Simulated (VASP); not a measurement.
The system is BaTiO3.

```
Ba Ti O
1.0
     4.33635    0.00000    0.00000
     0.00000    4.33635    0.00000
     0.00000    0.00000    4.33635
Ba Ti O
1 1 3
Direct
  0.00000 0.00000 0.00000
  0.50000 0.50000 0.50000
  0.50000 0.50000 0.00000
  0.50000 0.00000 0.50000
  0.00000 0.50000 0.50000
```

* Program: VASP 6.6.1
* Task: relaxation of cell and atoms
* Functional: PBE
* Potentials or basis: VASP PAW PBE potentials, release 64 (Ba_sv, Ti_sv, O)
* Cutoff: 600 eV
* k mesh: 6 × 6 × 6
* Occupations: fermi-dirac, width 0.02 eV
* Spin: no spin polarisation

At the start: pressure -21.5 GPa; volume 16.31 Å³/atom.

Q: Where does the relaxation end?

A: Over 6 steps the energy falls by 264.2 meV/atom and the volume is 13.10 Å³/atom (-19.6 %); space group Pm-3m (No. 221, to 0.1 Å) before and after.

The path:
```csv
step,energy change (eV),largest force (eV/Å),pressure (GPa),volume (Å³)
1,0.0000,0.0000,-21.51,81.54
2,-0.8245,0.0000,24.62,58.33
3,-1.3207,0.0000,-0.37,65.67
4,-1.3208,0.0000,0.35,65.38
5,-1.3208,0.0000,-0.28,65.63
6,-1.3209,0.0000,-0.01,65.52
```

Final structure:
```xyz
5
Lattice="4.0314 0.0000 0.0000 0.0000 4.0314 0.0000 0.0000 0.0000 4.0314" Properties=species:S:1:pos:R:3 pbc="T T T"
Ba    0.0000    0.0000    0.0000
Ti    2.0157    2.0157    2.0157
O     2.0157    2.0157    0.0000
O     2.0157    0.0000    2.0157
O     0.0000    2.0157    2.0157
```

Caveat: the volume moved by over 15 % at a fixed basis, so the end points are rough.
